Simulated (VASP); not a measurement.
The system is MgS.

```xyz
2
Lattice="0.0000 2.6015 2.7178 2.6015 0.0000 2.7178 2.6015 2.6015 0.0000" Properties=species:S:1:pos:R:3 pbc="T T T"
Mg    0.0000    0.0000    0.0000
S     2.6015    2.6015    2.7178
```

This cell differs from its parent crystal: uniaxial z strain +4.5%.

Base run:

```yaml
Program: VASP 6.6.1
Functional: HSE06
Potentials_or_basis: VASP PAW PBE potentials, release 64 (Mg, S)
Cutoff: 520 eV
k_mesh: 6 × 6 × 6
Occupations: gaussian, width 0.01 eV
Spin: no spin polarisation
```

Its results: band gap on the k mesh 3.46 eV (least direct gap 4.31 eV); pressure -3.6 GPa.

Task: The run is repeated on the same cell with these changes: functional from HSE06 to r2SCAN; k mesh from 6 × 6 × 6 to 8 × 8 × 8. What comes out?

Result: Band gap on the k mesh 3.17 eV (least direct gap 4.14 eV); pressure -3.3 GPa.

Several settings changed at once.

Caveats: the cell stands under tension; the PAW data sets were made with another functional, which shifts forces and pressure a little.

A k mesh can miss the band edges.
